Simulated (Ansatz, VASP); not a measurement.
One calculation of MgO, two programs

POSCAR

```
MgO
1.0
    2.1442108665      2.1442108665      0.0000000000
   -2.1442108665      2.1442108665      0.0000000000
    0.0000000000      2.1442108665      2.0779463653
Mg O
1 1
Direct
    0.0000000000      0.0000000000      0.0000000000
    0.5000000000      0.5000000000      0.0000000000
```

INCAR.step1

```
ALGO = Normal ; EDIFF = 1E-5
ENCUT = 660 ; GGA = PE
GGA_COMPAT = F ; ISMEAR = 0
LASPH = T ; LCHARG = F
LREAL = F ; LWAVE = T
NBANDS = 15 ; NELM = 120
PREC = Accurate ; SIGMA = 0.01
```

The input INCAR.step2:

```
ALGO = Normal ; EDIFF = 1E-6
ENCUT = 660 ; GGA_COMPAT = F
ISIF = 2 ; ISMEAR = 0
ISTART = 1 ; LASPH = T
LCHARG = F ; LMIXTAU = T
LREAL = F ; LWAVE = F
METAGGA = R2SCAN ; NBANDS = 15
NELM = 120 ; PREC = Accurate
SIGMA = 0.01
```

Contents of KPOINTS:

```
k-points
0
Gamma
  10 10 10
```

Input for Ansatz:

```yaml
crystal:
  lattice:
    - [2.14421086654, 2.14421086654, 0.0]
    - [-2.14421086654, 2.14421086654, 0.0]
    - [0.0, 2.14421086654, 2.07794636526]
  atoms:
    - { symbol: Mg, position: [0.0, 0.0, 0.0] }
    - { symbol: O, position: [0.5, 0.5, 0.0] }
kpoints:
  mp_grid: { grid: [10, 10, 10] }
scf:
  occupations: { method: fixed }
  convergence: { dr2_threshold: 1.0e-10 }
hamiltonian:
  xc: r2scan
  pseudopotentials: { kind: paw }
output:
  forces: true
  stress: true
  eigenstates:
    kpoints:
      - [0.0, 0.0, 0.0]
      - [-0.5, -0.5, -0.5]
      - [-0.5, 0.5, 0.0]
      - [0.0, 0.0, -0.5]
      - [0.0, -0.5, -0.5]
      - [0.0, 0.5, 0.0]
      - [-0.5, 0.0, 0.0]
      - [-0.5, 0.0, -0.5]
  eigenvalues: true
```

Change from the starting cell: film at in-plane strain +0.02.

Alike in both runs: task single point; functional r2SCAN; k mesh 10 × 10 × 10; no spin polarisation.

```csv
,VASP,Ansatz
version,VASP 6.6.1,Ansatz 0.2.0
potentials or method,"VASP PAW PBE potentials, release 64 (Mg_sv, O)","PAW with Ansatz's default frozen-core files, scalar-relativistic"
plane-wave cutoff (eV),660,500
occupations,"gaussian, width 0.01 eV",fixed
valence electrons in the cell,16,16
```

|  | VASP | Ansatz | Ansatz less VASP |
| --- | --- | --- | --- |
| gap on the k mesh at the Fermi level (eV) | 5.40 | 5.37 | -0.029 |
| pressure (GPa) | -4.2 | -4.1 | +0.14 |
| traceless stress, the component that is largest in VASP (GPa) | 4.06 | 4.08 | +0.023 |

VASP's potentials were made for PBE, not for r2SCAN.
